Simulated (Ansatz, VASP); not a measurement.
# Two plane-wave programs on KCl

Contents of INCAR:

```
SYSTEM = KCl
ALGO = Normal
EDIFF = 1E-8
ENCUT = 400
GGA = PE
GGA_COMPAT = .FALSE.
ISIF = 2
ISMEAR = -1
LASPH = .TRUE.
LCHARG = .FALSE.
LEFG = .TRUE.
LREAL = .FALSE.
LWAVE = .FALSE.
NBANDS = 15
NELM = 120
PREC = Accurate
SIGMA = 0.02
```

Contents of KPOINTS:

```
k-points
0
G
  7 7 7
  0 0 0
```

File POSCAR:

```
KCl
1.0
    3.6096100034      0.0000000000      0.0000000000
    0.0000000000      3.6096100034      0.0000000000
    0.0000000000      0.0000000000      3.6096100034
K Cl
1 1
Direct
    0.0000000000      0.0000000000      0.0000000000
    0.5000000000      0.5000000000      0.5000000000
```

Input for Ansatz:

```yaml
crystal:
  lattice:
    - [3.6096100034, 0.0, 0.0]
    - [0.0, 3.6096100034, 0.0]
    - [0.0, 0.0, 3.6096100034]
  atoms:
    - { symbol: K, position: [0.0, 0.0, 0.0] }
    - { symbol: Cl, position: [0.5, 0.5, 0.5] }
kpoints:
  mp_grid: { grid: [7, 7, 7] }
scf:
  occupations: { method: fermi_dirac, width: 0.02 }
hamiltonian:
  xc: pbe
  pseudopotentials: { kind: paw }
output:
  forces: true
  stress: true
  eigenvalues: true
  efg: { contact_densities: true }
  write_density: true
  write_potential: true
  elf: true
  volumetric_format: npy
```

Change from the starting cell: volume scaled by 0.98, PAW files.

Alike in both runs: task electric field gradients; functional PBE; k mesh 7 × 7 × 7; occupations fermi-dirac, width 0.02 eV; no spin polarisation.

|  | VASP | Ansatz |
| --- | --- | --- |
| version | VASP 6.6.1 | Ansatz 0.2.0 |
| potentials or method | VASP PAW PBE potentials, release 64 (K_sv, Cl) | PAW with Ansatz's default frozen-core files, scalar-relativistic |
| plane-wave cutoff (eV) | 400 | 420 |
| valence electrons in the cell | 16 | 16 |

VASP gave:

| Item | Value |
| --- | --- |
| gap on the k mesh at the Fermi level (eV) | 5.72 |
| pressure (GPa) | 5.4 |

Question: Which values does Ansatz return?

Answer: gap on the k mesh at the Fermi level (eV): 5.73; pressure (GPa): 5.3.
